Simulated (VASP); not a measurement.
Here is a VASP 6.6.1 calculation.

File POSCAR:

```
Hf
1.0
    0.0000000000      2.2278602032      2.2278602032
    2.2278602032      0.0000000000      2.2278602032
    2.2278602032      2.2278602032      0.0000000000
Hf
1
Direct
    0.0000000000      0.0000000000      0.0000000000
```

Contents of INCAR.step1:

```
SYSTEM = Hf
  PREC = Accurate
  ENCUT = 520
  ISMEAR = -1
  SIGMA = 0.1
  LREAL = .False.
  LASPH = .True.
  NELM = 80
  NBANDS = 11
  GGA = PE
  ALGO = Normal
  EDIFF = 1E-4
  LWAVE = .True.
  LCHARG = .False.
```

Contents of INCAR.step2:

```
SYSTEM = Hf
  PREC = Accurate
  ENCUT = 520
  EDIFF = 1E-6
  ISMEAR = -1
  SIGMA = 0.1
  LREAL = .False.
  LASPH = .True.
  NELM = 80
  ALGO = Normal
  ISIF = 2
  LWAVE = .False.
  LCHARG = .False.
  METAGGA = R2SCAN
  LMIXTAU = .True.
  NBANDS = 11
  ISTART = 1
```

KPOINTS

```
regular mesh
0
Gamma
  13 13 13
  0 0 0
```

Potentials or basis: VASP PAW PBE potentials, release 64 (Hf_pv).

Command:

```console
$ cat potpaw_PBE.64/Hf_pv/POTCAR > POTCAR
$ cp INCAR.step1 INCAR
$ mpirun -np 1 vasp_std > vasp.out
$ cp INCAR.step2 INCAR
$ mpirun -np 1 vasp_std > vasp.out
```

Q: What does it give for the band gap on the k mesh?

A: Zero (bands 5 and 6 overlap by 2.20 eV).

Q: Predict the pressure.

A: 1.1 GPa.

Caveat: the PAW data sets were made with another functional, which shifts forces and pressure a little; spin-orbit coupling is left out, which moves the levels of the heavy elements.
